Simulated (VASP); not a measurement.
Crystal: Ga.

```xyz
4
Lattice="3.7390 -2.2791 0.0000 3.7390 2.2791 0.0000 0.0000 0.0000 4.3966" Properties=species:S:1:pos:R:3 pbc="T T T"
Ga    2.5247   -1.4948    1.0992
Ga    2.5247    1.4948    3.2975
Ga    4.9533    1.4948    3.2975
Ga    4.9533   -1.4948    1.0992
```

This cell differs from its parent crystal: volume scaled by 0.94.

Base run:

* Program: VASP 6.6.1
* Functional: PBEsol
* Potentials or basis: VASP PAW PBE potentials, release 64 (Ga_d)
* Cutoff: 520 eV
* k mesh: 7 × 7 × 6
* Occupations: fermi-dirac, width 0.05 eV
* Spin: no spin polarisation

Its results: band gap on the k mesh zero (band 26 reaches 5.62 eV, above the bottom of band 27 at 5.01 eV); pressure 4.0 GPa; largest force 0.070 eV/Å.

Q: The run is repeated on the same cell with these changes: functional from PBEsol to PBE; further incar settings from ALGO = Fast; EDIFF = 1e-06; NBANDS = 34 to ALGO = Fast; EDIFF = 1e-07; NBANDS = 34. What comes out?

A: Band gap on the k mesh zero (band 26 reaches 5.79 eV, above the bottom of band 27 at 5.18 eV); pressure 7.9 GPa; largest force 0.100 eV/Å.

Caveats: the PAW data sets were made with another functional, which shifts forces and pressure a little (some runs).
